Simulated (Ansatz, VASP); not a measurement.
# RbAl4Cl in VASP and in Ansatz

```
Rb Al Cl
1.0
     4.98229    0.00000    0.00000
     0.00000    3.50575    4.42990
     0.00000   -3.50575    4.42990
Rb Al Cl
1 4 1
Direct
  0.00000 0.37729 0.37729
  0.00000 0.01292 0.01292
  0.50000 0.24698 0.86838
  0.50000 0.86838 0.24698
  0.50000 0.75344 0.75344
  0.00000 0.74401 0.74401
```

Change from the starting cell: the structure that the rattled cell fell into.

Alike in both runs: functional PBE; k mesh 8 × 8 × 8; occupations gaussian, width 0.1 eV; no spin polarisation.

Ansatz relaxed the structure, and its values are those at the end. VASP's run is a single point on that final structure, the one shown.

|  | VASP | Ansatz |
| --- | --- | --- |
| version | VASP 6.6.1 | Ansatz 0.2.0 |
| potentials or method | VASP PAW PBE potentials, release 64 (Rb_sv, Al, Cl), cutoff 520 eV | scalar-relativistic, plane waves, PAW |
| valence electrons in the cell | 28 | 28 |

VASP gave:

* gap on the k mesh at the Fermi level (eV): none
* pressure (GPa): 0.0
* rms of the force components (eV/Å): 0.004

Q: What did Ansatz give for the same quantities?

A: gap on the k mesh at the Fermi level (eV): none; pressure (GPa): 0.0; rms of the force components (eV/Å): 0.001.

A gap of «none» marks a metal or a gap that the smearing closes. With one functional, cell and mesh, what is left measures potentials, basis and numerics.
